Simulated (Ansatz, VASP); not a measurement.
## C: VASP beside Ansatz

```
C
1.0
     2.52210    0.00000    0.00000
    -1.26105    2.18420    0.00000
     0.00000    0.00000    8.23710
C
8
Direct
  0.66667 0.33333 0.84375
  0.33333 0.66667 0.34375
  0.66667 0.33333 0.65625
  0.33333 0.66667 0.15625
  0.00000 0.00000 0.90625
  0.00000 0.00000 0.40625
  0.00000 0.00000 0.59375
  0.00000 0.00000 0.09375
```

Alike in both runs: functional RPBE; k mesh 12 × 12 × 4; occupations fermi-dirac, width 0.05 eV; no spin polarisation.

|  | VASP | Ansatz |
| --- | --- | --- |
| version | VASP 6.6.1 | Ansatz 0.2.0 |
| potentials or method | VASP PAW PBE potentials, release 64 (C) | Ansatz PAW |
| plane-wave cutoff (eV) | 520 | 420 |
| valence electrons in the cell | 32 | 32 |
| task | single point | band structure |

VASP gave:

| Quantity | Value |
| --- | --- |
| gap on the k mesh at the Fermi level (eV) | 4.41 |
| least direct gap on the mesh (eV) | 5.18 |
| pressure (GPa) | 8.9 |
| traceless stress, the component that is largest in VASP (GPa) | 8.15 |
| rms of the force components (eV/Å) | 0.186 |

Problem. Estimate Ansatz's values.

Solution. gap on the k mesh at the Fermi level (eV): 4.42; least direct gap on the mesh (eV): 5.20; pressure (GPa): 8.4; traceless stress, the component that is largest in VASP (GPa): 8.15; rms of the force components (eV/Å): 0.186.

VASP's potentials were made for PBE, not for RPBE. Atom by atom the forces differ by 0.001 eV/Å (rms over components).
